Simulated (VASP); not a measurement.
Here is a VASP 6.6.1 calculation.

The input INCAR:

```
  PREC = Accurate
  ENCUT = 520
  EDIFF = 1E-8
  ISMEAR = -1
  SIGMA = 0.08
  LREAL = False
  LASPH = True
  NELM = 80
  ALGO = Normal
  ISIF = 2
  LWAVE = False
  LCHARG = False
  GGA = PE
  LEFG = True
  NBANDS = 12
```

KPOINTS

```
Automatic mesh
0
Gamma
  14 14 14
```

POSCAR

```
Zr
1.0
   -1.8100000000      1.8100000000      1.8100000000
    1.8100000000     -1.8100000000      1.8100000000
    1.8100000000      1.8100000000     -1.8100000000
Zr
1
Direct
    0.0000000000      0.0000000000      0.0000000000
```

Potentials or basis: VASP PAW PBE potentials, release 64 (Zr_sv).

The run is started by

```console
$ cat potpaw_PBE.64/Zr_sv/POTCAR > POTCAR
$ mpirun -np 1 vasp_std > vasp.out
```

Question: What does it give for the pressure?

Answer: -3.0 GPa.

Question: Predict the band gap on the k mesh.

Answer: Zero (band 6 reaches 9.62 eV, above the bottom of band 7 at 7.88 eV).

Caveat: without QUAD_EFG the Cq values of the log hold for a quadrupole moment of 1 mb, not for the nuclei.
